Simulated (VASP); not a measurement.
Here is a VASP 6.6.1 calculation.

File POSCAR:

```
Ba
1.0
    4.3413850340     -0.0000000240     -0.0000000416
   -1.4471283220      4.0930970711     -0.0000000416
   -1.4471283220     -2.0465484754      3.5447260784
Ba
1
Direct
    0.0000000000      0.0000000000      0.0000000000
```

The input INCAR.step1:

```
  ALGO = Normal
  EDIFF = 1E-4
  ENCUT = 600
  GGA = PE
  ISMEAR = -1
  LASPH = True
  LCHARG = False
  LREAL = False
  LWAVE = True
  NELM = 60
  PREC = Accurate
  SIGMA = 0.15
```

The input INCAR.step2:

```
  ALGO = Normal
  EDIFF = 1E-6
  EDIFFG = -0.01
  ENCUT = 600
  IBRION = 2
  ISIF = 3
  ISMEAR = -1
  ISTART = 1
  LASPH = True
  LCHARG = False
  LMIXTAU = True
  LREAL = False
  LWAVE = False
  METAGGA = R2SCAN
  NELM = 60
  NSW = 80
  PREC = Accurate
  PSTRESS = 100.0
  SIGMA = 0.15
```

Contents of KPOINTS:

```
k-points
0
Gamma
  7 7 7
```

Potentials or basis: VASP PAW PBE potentials, release 64 (Ba_sv).

Run with:

```sh
$ cat potpaw_PBE.64/Ba_sv/POTCAR > POTCAR
$ cp INCAR.step1 INCAR
$ mpirun -np 1 vasp_std > vasp.out
$ cp INCAR.step2 INCAR
$ mpirun -np 1 vasp_std > vasp.out
```

(1) What does it give for the space group after relaxing (to 0.1 Å)?

(2) What does it give for the relaxed cell?

## Answers

(1) Im-3m (No. 229).

(2) a = 3.637 Å, b = 3.637 Å, c = 3.637 Å, α = 109.47°, β = 109.47°, γ = 109.47°.
